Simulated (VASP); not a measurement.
Set up this calculation in VASP 6.6.1, as the native input.

| Item | Value |
| --- | --- |
| Task | single point |
| Functional | PBE |
| Potentials or basis | VASP PAW PBE potentials, release 64 (B, As) |
| Cutoff | 500 eV |
| k mesh | 8 × 8 × 8 |
| Occupations | gaussian, width 0.01 eV |
| Spin | no spin polarisation |
| Dipole correction | no |
| Further INCAR settings | ALGO = Normal; EDIFF = 1e-06; NBANDS = 11 |

The structure of BAs lies in POSCAR:

```
BAs
1.0
    0.0000000000      2.3918699019      2.3918699019
    2.3918699019      0.0000000000      2.3918699019
    2.3918699019      2.3918699019      0.0000000000
B As
1 1
Direct
    0.0000000000      0.0000000000      0.0000000000
    0.2500000000      0.2500000000      0.2500000000
```

These files were run (other wordings do the same):

INCAR

```
SYSTEM = BAs
  ALGO = Normal
  EDIFF = 1E-6
  ENCUT = 500
  GGA = PE
  GGA_COMPAT = .False.
  ISIF = 2
  ISMEAR = 0
  LASPH = .True.
  LCHARG = .False.
  LREAL = .False.
  LWAVE = .False.
  NBANDS = 11
  NELM = 120
  PREC = Accurate
  SIGMA = 0.01
```

KPOINTS

```
k-points
0
Gamma
  8 8 8
  0 0 0
```

Potentials or basis: VASP PAW PBE potentials, release 64 (B, As).

Launch:

```sh
$ cat potpaw_PBE.64/B/POTCAR potpaw_PBE.64/As/POTCAR > POTCAR
$ mpirun -np 1 vasp_std > vasp.out
```

Results of the run:

The pressure is 2.8 GPa and the band gap on the k mesh is 1.19 eV, indirect (least direct gap 3.27 eV).

Wall time 5.9 s on 1 thread of Intel(R) Xeon(R) 6975P-C (Granite Rapids), on a shared host, peak memory 0.15 GiB.
